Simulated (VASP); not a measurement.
Here is a VASP 6.6.1 calculation.

File INCAR:

```
SYSTEM = Ag
  ALGO = Fast
  EDIFF = 1E-6
  ENCUT = 520
  GGA = PS
  ISIF = 2
  ISMEAR = 0
  LASPH = .TRUE.
  LCHARG = .TRUE.
  LELF = .TRUE.
  LREAL = .FALSE.
  LVHAR = .TRUE.
  LWAVE = .FALSE.
  NBANDS = 18
  NELM = 80
  PREC = Accurate
  SIGMA = 0.15
```

The input KPOINTS:

```
k-points
0
G
  24 24 12
  0 0 0
```

POSCAR

```
Ag
1.0
    3.1562447531      0.0000000000      0.0000000000
   -1.5781223765      2.7333881367      0.0000000000
    0.0000000000      0.0000000000      4.1278968661
Ag
2
Direct
    0.3333333333      0.6666666667      0.2500000000
    0.6666666667      0.3333333333      0.7500000000
```

Potentials or basis: VASP PAW PBE potentials, release 64 (Ag).

Run with:

```sh
$ cat potpaw_PBE.64/Ag/POTCAR > POTCAR
$ mpirun -np 1 vasp_std > vasp.out
```

(1) What does it give for the pressure?

(2) What does it give for the band gap on the k mesh?

## Answers

(1) -1.9 GPa.

(2) zero (bands 11 and 12 overlap by 6.22 eV).

Caveat: the stress differs along the axes, from -6 to 7 GPa; the PAW data sets were made with another functional, which shifts forces and pressure a little.
